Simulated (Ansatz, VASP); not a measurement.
**One calculation of S, two programs**

```
CELL_PARAMETERS angstrom
5.67805 0.00000 0.00000
0.00000 5.67805 0.00000
0.00000 0.00000 2.94962
ATOMIC_POSITIONS crystal
S 0.61661 0.38339 0.00000
S 0.38339 0.61661 0.00000
S 0.11661 0.11661 0.50000
S 0.88339 0.88339 0.50000
```

Alike in both runs: task single point; functional PBE; k mesh 5 × 5 × 9; occupations fermi-dirac, width 0.05 eV; no spin polarisation.

```csv
,VASP,Ansatz
version,VASP 6.6.1,Ansatz 0.2.0
potentials or method,"VASP PAW PBE potentials, release 64 (S)",Ansatz PAW
plane-wave cutoff (eV),520,420
valence electrons in the cell,24,24
```

Ansatz gave:

* gap on the k mesh at the Fermi level (eV): none
* pressure (GPa): 2.6
* traceless stress, the component that is largest in VASP (GPa): -1.84
* rms of the force components (eV/Å): 0.494

Problem. Which values does VASP return?

Solution. gap on the k mesh at the Fermi level (eV): none; pressure (GPa): 2.0; traceless stress, the component that is largest in VASP (GPa): -1.28; rms of the force components (eV/Å): 0.334.

Atom by atom the forces differ by 0.160 eV/Å (rms over components). A gap of «none» marks a metal or a gap that the smearing closes.
